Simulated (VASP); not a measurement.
Be: single point with PBE

Crystal: Be.

```
Be
1.0
     2.28530    0.00000    0.00000
    -1.14265    1.97913    0.00000
     0.00000    0.00000    3.58420
Be
2
Direct
  0.33333 0.66667 0.25000
  0.66667 0.33333 0.75000
```

| Item | Value |
| --- | --- |
| Program | VASP 6.6.1 |
| Task | single point |
| Functional | PBE |
| Potentials or basis | VASP PAW PBE potentials, release 64 (Be) |
| Cutoff | 520 eV |
| k mesh | 9 × 9 × 6 |
| Occupations | gaussian, width 0.1 eV |
| Spin | no spin polarisation |

```yaml
Pressure: -2.8 GPa
Band_gap_on_the_k_mesh: zero (band 2 reaches 7.88 eV, above the bottom of band 3 at 5.73 eV)
```

Stress tensor (GPa, compression positive):
```
-1.98  0.00  0.00
 0.00 -1.98  0.00
 0.00  0.00 -4.42
```

Levels at points of the mesh, in eV from the Fermi level:
```
           k point  band 1  band 2  band 3  band 4  band 5  band 6  band 7
(0.00, 0.00, 0.00)  -10.92   -4.02    1.39   15.90   15.90   18.72   18.72
(0.00, 0.00, 0.50)   -8.77   -8.77   10.92   10.92   17.53   17.53   17.53
```

It took 6.2 s on 1 thread of Intel(R) Xeon(R) Platinum 8259CL CPU @ 2.50GHz (Skylake/Cascade Lake) (shared host), peak memory 0.12 GiB.
